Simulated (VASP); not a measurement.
Write the native input for VASP 6.6.1 that does the following.

| Quantity | Value |
| --- | --- |
| Task | single point |
| Functional | PBE |
| Potentials or basis | VASP PAW PBE potentials, release 64 (Rh_pv) |
| Cutoff | 520 eV |
| k mesh | 18 × 18 × 10 |
| Occupations | gaussian, width 0.1 eV |
| Spin | no spin polarisation |
| Dipole correction | no |
| Further INCAR settings | ALGO = Fast; EDIFF = 1e-06; NBANDS = 22 |

The structure of Rh lies in POSCAR:

```
Rh
1.0
    2.8507324732      0.0000000000      0.0000000000
   -1.4253662366      2.4688067412      0.0000000000
    0.0000000000      0.0000000000      4.4898235726
Rh
2
Direct
    0.6666666700      0.3333333300      0.7500000000
    0.3333333300      0.6666666700      0.2500000000
```

This isn't the form of Rh at room conditions, which is fcc.

This cell differs from its parent crystal: strained.

These files were run (other wordings do the same):

INCAR

```
SYSTEM = Rh
ALGO = Fast
EDIFF = 1E-6
ENCUT = 520
GGA = PE
ISIF = 2
ISMEAR = 0
LASPH = .TRUE.
LCHARG = .TRUE.
LELF = .TRUE.
LREAL = .FALSE.
LVHAR = .TRUE.
LWAVE = .FALSE.
NBANDS = 22
NELM = 80
PREC = Accurate
SIGMA = 0.1
```

KPOINTS

```
k-points
0
G
  18 18 10
  0 0 0
```

Potentials or basis: VASP PAW PBE potentials, release 64 (Rh_pv).

Run with:

```sh
$ cat potpaw_PBE.64/Rh_pv/POTCAR > POTCAR
$ mpirun -np 1 vasp_std > vasp.out
```

Results of the run:

```
Pressure               : -21.4 GPa
Band gap on the k mesh : zero (bands 15 and 16 overlap by 1.89 eV)
```

Caveat: the cell differs from its parent crystal (strained); the cell stands under tension.

It took 3.1 min on 1 thread of Intel Xeon 8259CL, on a shared host, peak memory 0.24 GiB.
